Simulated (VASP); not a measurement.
# TiO2 (C2/m) in VASP: further runs, part 2 of 3

VASP 6.6.1.

### 3 Single point, BLYP+D4

This run uses another cell than the first one, of 12.08 Å³/atom.

INCAR reads:

```
SYSTEM = TiO2
AGGAC = 1.0 ; AGGAX = 1.0
ALDAC = 0.0 ; ALDAX = 1.0
ALGO = Normal ; EDIFF = 1E-6
ENCUT = 600 ; GGA = B5
GGA_COMPAT = .FALSE. ; ISIF = 2
ISMEAR = -1 ; IVDW = 13
LASPH = .TRUE. ; LCHARG = .FALSE.
LREAL = .FALSE. ; LWAVE = .FALSE.
NBANDS = 60 ; NELM = 120
PREC = Accurate ; SIGMA = 0.05
VDW_A1 = 0.44488865 ; VDW_A2 = 4.0933009
VDW_S6 = 1.0 ; VDW_S8 = 2.34076671
```

KPOINTS reads:

```
k-points
0
G
  8 8 4
  0 0 0
```

POSCAR reads:

```
TiO2
1.0
    6.1186096848     -1.8638209355     -0.0150844713
    6.1186096848      1.8638209355     -0.0150844713
   -1.9328828654      0.0000000000      6.3592441054
Ti O
4 8
Direct
    0.8999284905      0.8999284905      0.2883096926
    0.1922586743      0.1922586743      0.2789208773
    0.1000715095      0.1000715095      0.7116903074
    0.8077413257      0.8077413257      0.7210791227
    0.3612531029      0.3612531029      0.2923984216
    0.2656921253      0.2656921253      0.6571577100
    0.8694205547      0.8694205547      0.9974869257
    0.7343078747      0.7343078747      0.3428422900
    0.9415416902      0.9415416902      0.6292377448
    0.1305794453      0.1305794453      0.0025130743
    0.6387468971      0.6387468971      0.7076015784
    0.0584583098      0.0584583098      0.3707622552
```

Potentials or basis: VASP PAW PBE potentials, release 64 (Ti_sv, O).

The run is started by

```
$ cat potpaw_PBE.64/Ti_sv/POTCAR potpaw_PBE.64/O/POTCAR > POTCAR
$ mpirun -np 1 vasp_std > vasp.out
```

Run time: 19 min. Hardware: 1 thread of Intel Xeon 6975P-C (Granite Rapids), shared host; peak memory 0.79 GiB.

The run converged. Its results:

```
Free energy                : -107.5733 eV
Pressure                   : 0.9 GPa
Largest force              : 0.163 eV/Å
Band gap on the k mesh     : 2.75 eV (least direct gap 2.95 eV)
Dispersion energy per atom : -0.335 eV
```

Forces on the atoms (eV/Å):
```
Ti  -0.065  0.000  0.062
Ti   0.031  0.000  0.160
Ti   0.065  0.000 -0.062
Ti  -0.031  0.000 -0.160
O    0.002  0.000 -0.001
O   -0.007  0.000 -0.025
O    0.033  0.000  0.093
O    0.007  0.000  0.025
O   -0.045  0.000 -0.035
O   -0.033  0.000 -0.093
O   -0.002  0.000  0.001
O    0.045  0.000  0.035
```

Stress tensor (GPa, compression positive):
```
0.84 0.00 0.09
0.00 0.82 0.00
0.09 0.00 1.17
```

Levels at points of the mesh, in eV from the valence-band top:
```csv
k point,band 44,band 45,band 46,band 47,band 48,band 49,band 50,band 51,band 52,band 53
"(0.00, 0.00, 0.00)",-0.88,-0.75,-0.73,-0.34,-0.21,2.75,3.13,3.31,3.34,3.41
"(0.50, 0.00, 0.00)",-1.03,-0.86,-0.47,-0.22,-0.14,3.14,3.21,3.63,3.68,3.97
"(0.50, 0.50, 0.00)",-0.90,-0.86,-0.63,-0.39,-0.14,2.91,2.95,3.48,3.49,3.55
"(0.00, 0.00, 0.50)",-0.80,-0.71,-0.68,-0.57,-0.41,2.89,3.15,3.34,3.39,3.42
"(0.50, 0.00, 0.50)",-0.78,-0.68,-0.53,-0.09,-0.01,3.19,3.20,3.49,3.69,3.83
"(0.50, 0.50, 0.50)",-1.04,-0.76,-0.43,-0.23,-0.22,3.05,3.12,3.29,3.42,3.45
```

Caveat: the PAW data sets were made with another functional, which shifts forces and pressure a little.

### 4 Single point, PBEsol

This run uses another cell than the first one, of 11.52 Å³/atom.

INCAR reads:

```
PREC     = Accurate       # precision mode
ENCUT    = 520            # plane-wave cutoff, eV
EDIFF    = 1E-7           # SCF threshold, eV
ISMEAR   = -1             # smearing method
SIGMA    = 0.05           # smearing width, eV
LREAL    = F              # projectors in reciprocal space
LASPH    = T              # aspherical terms in the spheres
NELM     = 60             # most SCF steps
ALGO     = Normal         # electronic algorithm
ISIF     = 2              # what is computed and relaxed
LWAVE    = F              # write WAVECAR
LCHARG   = F              # write CHGCAR
GGA      = PS             # functional
NBANDS   = 60             # bands
```

KPOINTS reads:

```
Automatic mesh
0
Gamma
  6 6 3
```

POSCAR reads:

```
TiO2
1.0
    6.0277470397     -1.8512946884     -0.0042262086
    6.0277470397      1.8512946884     -0.0042262086
   -1.8932417936      0.0000000000      6.1972734062
Ti O
4 8
Direct
    0.8989263654      0.8989263654      0.2915633711
    0.1948924429      0.1948924429      0.2841540822
    0.1010736346      0.1010736346      0.7084366289
    0.8051075571      0.8051075571      0.7158459178
    0.3619610677      0.3619610677      0.2939627266
    0.2644104061      0.2644104061      0.6514771489
    0.8684331643      0.8684331643      0.9967324261
    0.7355895939      0.7355895939      0.3485228511
    0.9413727017      0.9413727017      0.6289983091
    0.1315668357      0.1315668357      0.0032675739
    0.6380389323      0.6380389323      0.7060372734
    0.0586272983      0.0586272983      0.3710016909
```

Potentials or basis: VASP PAW PBE potentials, release 64 (Ti_sv, O).

The run is started by

```
$ cat potpaw_PBE.64/Ti_sv/POTCAR potpaw_PBE.64/O/POTCAR > POTCAR
$ mpirun -np 1 vasp_std > vasp.out
```

OUTCAR:

```text
PREC = Accurate
   ENCUT = 520
   EDIFF = 1E-7
   ISMEAR = -1
   LREAL = F
   LASPH = T
   NELM = 60
   ISIF = 2
   GGA = PS

 ion  position               nearest neighbor table
   1  0.899  0.899  0.292-   7 1.84  12 1.84   5 1.91   5 1.91   9 2.09   8 2.11
   2  0.195  0.195  0.284-  10 1.76  12 1.89   8 1.93   8 1.93   5 2.00   6 2.28
   3  0.101  0.101  0.708-  10 1.84   9 1.84  11 1.91  11 1.91  12 2.09   6 2.11
   4  0.805  0.805  0.716-   7 1.76   9 1.89   6 1.93   6 1.93  11 2.00   8 2.28
   5  0.362  0.362  0.294-   1 1.91   1 1.91   2 2.00
   6  0.264  0.264  0.651-   4 1.93   4 1.93   3 2.11   2 2.28
   7  0.868  0.868  0.997-   4 1.76   1 1.84
   8  0.736  0.736  0.349-   2 1.93   2 1.93   1 2.11   4 2.28
   9  0.941  0.941  0.629-   3 1.84   4 1.89   1 2.09
  10  0.132  0.132  0.003-   2 1.76   3 1.84
  11  0.638  0.638  0.706-   3 1.91   3 1.91   4 2.00
  12  0.059  0.059  0.371-   1 1.84   2 1.89   3 2.09

  LATTYP: Found a base centered monoclinic cell.
 ALAT       =    12.0554970425
 B/A-ratio  =     0.3071287201
 C/A-ratio  =     0.5375151675
 COS(beta)  =    -0.2928368412

  Lattice vectors:

 A1 = (   6.0277470397,  -1.8512946884,  -0.0042262086)
 A2 = (   6.0277470397,   1.8512946884,  -0.0042262086)
 A3 = (  -1.8932417936,   0.0000000000,   6.1972734062)

Analysis of symmetry for initial positions (statically):
=====================================================================
 Subroutine PRICEL returns:
 Original cell was already a primitive cell.

 Routine SETGRP: Setting up the symmetry group for a
 base centered monoclinic supercell.

 Subroutine GETGRP returns: Found  4 space group operations
 (whereof  4 operations were pure point group operations)
 out of a pool of  4 trial point group operations.

The static configuration has the point symmetry C_2h.

Analysis of symmetry for dynamics (positions and initial velocities):
=====================================================================
 Subroutine PRICEL returns:
 Original cell was already a primitive cell.

 Routine SETGRP: Setting up the symmetry group for a
 base centered monoclinic supercell.

 Subroutine GETGRP returns: Found  4 space group operations
 (whereof  4 operations were pure point group operations)
 out of a pool of  4 trial point group operations.

The dynamic configuration has the point symmetry C_2h.

 Subroutine INISYM returns: Found  4 space group operations
 (whereof  4 operations are pure point group operations),
 and found     1 'primitive' translations

----------------------------------------------------------------------------------------

                                     Primitive cell

  volume of cell :     138.2828

  direct lattice vectors                    reciprocal lattice vectors
     6.027747040 -1.851294688 -0.004226209     0.082967503 -0.270081259  0.025346234
     6.027747040  1.851294688 -0.004226209     0.082967503  0.270081259  0.025346234
    -1.893241794  0.000000000  6.197273406     0.000113159  0.000000000  0.161395854

[... 58 lines left out ...]
 Following reciprocal coordinates:
            Coordinates               Weight
  0.000000  0.000000  0.000000      1.000000
  0.166667  0.000000 -0.000000      4.000000
  0.333333  0.000000  0.000000      4.000000
  0.500000  0.000000  0.000000      2.000000
  0.166667  0.166667 -0.000000      2.000000
  0.333333  0.166667 -0.000000      4.000000
[... 16 lines left out ...]
 -0.333333  0.166667  0.333333      4.000000
 -0.166667  0.166667  0.333333      4.000000
 [... further k-points ...]
   k-points           NKPTS =     34   k-points in BZ     NKDIM =     34   number of bands    NBANDS=     60
   number of dos      NEDOS =    301   number of ions     NIONS =     12
   total plane-waves  NPLWV = 110592
   dimension x,y,z NGX =    48 NGY =   48 NGZ =   48
   dimension x,y,z NGXF=    96 NGYF=   96 NGZF=   96
   ions per type =               4   8
   NGX,Y,Z   is equivalent  to a cutoff of  12.66, 12.66, 12.31 a.u.
   NGXF,Y,Z  is equivalent  to a cutoff of  25.31, 25.31, 24.63 a.u.
 SYSTEM =  unknown system
   PREC   = accura    normal or accurate (medium, high low for compatibility)
   ISTART =      0    job   : 0-new  1-cont  2-samecut
   ICHARG =      2    charge: 1-file 2-atom 10-const
   ISPIN  =      1    spin polarized calculation?
   LNONCOLLINEAR =      F non collinear calculations
   LSORBIT =      F    spin-orbit coupling
   LASPH  =      T    aspherical Exc in radial PAW
   ENCUT  =  520.0 eV  38.22 Ry    6.18 a.u.  11.72 11.72 12.05*2*pi/ulx,y,z
   NELM   =     60;   NELMIN=  2; NELMDL= -5     # of ELM steps
   EDIFF  = 0.1E-06   stopping-criterion for ELM
   LREAL  =      F    real-space projection
   EDIFFG = 0.1E-05   stopping-criterion for IOM
   NSW    =      0    number of steps for IOM
   IBRION =     -1    ionic relax: 0-MD 1-quasi-New 2-CG
   NFREE  =      0    steps in history (QN), initial steepest desc. (CG)
   ISIF   =      2    stress and relaxation
   ISYM   =      2    0-nonsym 1-usesym 2-fastsym
   POTIM  = 0.5000    time-step for ionic-motion
   TEBEG  =    0.0;   TEEND  =   0.0 temperature during run
   PSTRESS=    0.0 pullay stress
   NELECT =      96.0000    total number of electrons
   NUPDOWN=      -1.0000    fix difference up-down
   EMIN   =  10.00;   EMAX   =-10.00  energy-range for DOS
   EFERMI =   0.00;   METHOD = LEGACY
   ISMEAR =    -1;   SIGMA  =   0.05  broadening in eV -4-tet -1-fermi 0-gaus
   EFERMI_NEDOS =   21; number of points for ismear=-14 and -15
   IALGO  =     38    algorithm
   IMIX   =      4    mixing-type and parameters
     AMIX     =   0.40;   BMIX     =  1.00
     AMIX_MAG =   1.60;   BMIX_MAG =  1.00
  volume/ion in A,a.u.               =      11.52        77.76
  Fermi-wavevector in a.u.,A,eV,Ry     =   1.449581  2.739311 28.589722  2.101285
  Thomas-Fermi vector in A             =   2.567291
   LORBIT       =      0    0 simple, 1 ext, 2 COOP (PROOUT), +10 PAW based schemes
   GGA     = PS    functional components
   LHFCALC =     F    Hartree Fock is set to
   AEXX    =    0.0000 exact exchange contribution
   IVDW    =     0    specifies the selected vdW correction
   LEPSILON=     F    determine dielectric tensor
   LRPA    =     F    only Hartree local field effects (RPA)
 non-spin polarized calculation
  energy-cutoff  :      520.00
  volume of cell :      138.28
 maximum number of plane-waves:      3743
   NGX = 23   NGY = 23   NGZ = 25

 number of electron      95.9999989 magnetization

 Free energy of the ion-electron system (eV)
  ---------------------------------------------------
  ext. energy  EPLUGINS =         0.00000000
  ---------------------------------------------------
  free energy    TOTEN  =      -112.34792516 eV

  energy without entropy =     -112.34792516  energy(sigma->0) =     -112.34792516

 E-fermi :   4.0594     XC(G=0): -10.8339

 val. band max:        2.8639210892   @ k =  -0.1667   0.3333   0.3333
 cond. band min:       5.7591682990   @ k =   0.0000   0.0000   0.0000
 fundamental gap:      2.8952472099
 Fermi energy:         4.0593666314

 k-point     1 :       0.0000    0.0000    0.0000
  band No.  band energies     occupation
      1     -52.8044      2.00000
      2     -52.7872      2.00000
      3     -52.7012      2.00000
      4     -52.6930      2.00000
      5     -29.4061      2.00000
      6     -29.3496      2.00000
[... 1501 lines left out ...]
     59       7.8808      0.00000
     60       8.0070      0.00000

 [... further k-points ...]
[... 5 lines left out ...]
  --------------------------------------------------------------------------------------
  -------------------------------------------------------------------------------------
  Total        4.8871557      4.8526604      5.0024335      0.0000000      0.0000000      0.0335466
  in kB       56.6237417     56.2240707     57.9593770      0.0000000      0.0000000      0.3886789
  external PRESSURE =      56.9357298 kB  Pullay stress =       0.0000000 kB

 VOLUME and BASIS-vectors are now :
 -----------------------------------------------------------------------------
  energy-cutoff  :      520.00
  volume of cell :      138.28
      direct lattice vectors                 reciprocal lattice vectors
     6.027747040 -1.851294688 -0.004226209     0.082967503 -0.270081259  0.025346234
     6.027747040  1.851294688 -0.004226209     0.082967503  0.270081259  0.025346234
    -1.893241794  0.000000000  6.197273406     0.000113159  0.000000000  0.161395854

 POSITION                                       TOTAL-FORCE (eV/Angst)
 -----------------------------------------------------------------------------------
     10.28500      0.00000      1.79930        -0.017278      0.000000      0.024273
      1.81155      0.00000      1.75933        -0.000541      0.000000      0.076517
     -0.12275      0.00000      4.38952         0.017278      0.000000     -0.024273
      8.35070      0.00000      4.42949         0.000541      0.000000     -0.076517
      3.80708      0.00000      1.81871         0.012453      0.000000     -0.001770
      1.95419      0.00000      4.03515         0.005501      0.000000     -0.012230
      8.58234      0.00000      6.16968         0.018376      0.000000      0.048197
      8.20806      0.00000      2.15367        -0.005501      0.000000      0.012230
     10.15787      0.00000      3.89012        -0.023276      0.000000     -0.006105
      1.57992      0.00000      0.01914        -0.018376      0.000000     -0.048197
      6.35518      0.00000      4.37011        -0.012453      0.000000      0.001770
      0.00439      0.00000      2.29870         0.023276      0.000000      0.006105
 -----------------------------------------------------------------------------------
    total drift:                                0.000000     -0.000000     -0.000000

  FREE ENERGIE OF THE ION-ELECTRON SYSTEM (eV)
  ---------------------------------------------------
  free  energy   TOTEN  =      -112.3479251561 eV

  energy  without entropy=     -112.3479251561  energy(sigma->0) =     -112.34792516
```

It took 9.2 min on 1 thread of Intel Xeon Platinum 8259CL at 2.50GHz (Skylake/Cascade Lake), shared host; peak memory 0.43 GiB.

What came out:

* Free energy: -112.3479 eV
* Pressure: 5.7 GPa
* Largest force: 0.077 eV/Å
* Band gap on the k mesh: 2.90 eV (least direct gap 3.07 eV)

Forces in eV/Å, atoms in the order of the input:
```
Ti  -0.017  0.000  0.024
Ti  -0.001  0.000  0.077
Ti   0.017  0.000 -0.024
Ti   0.001  0.000 -0.077
O    0.012  0.000 -0.002
O    0.006  0.000 -0.012
O    0.018  0.000  0.048
O   -0.006  0.000  0.012
O   -0.023  0.000 -0.006
O   -0.018  0.000 -0.048
O   -0.012  0.000  0.002
O    0.023  0.000  0.006
```

Caveat: the cell stands under pressure; the PAW data sets were made with another functional, which shifts forces and pressure a little; an odd mesh through Γ misses points on the zone boundary, where band edges can lie.

(Part 2 of 3 ends here.)
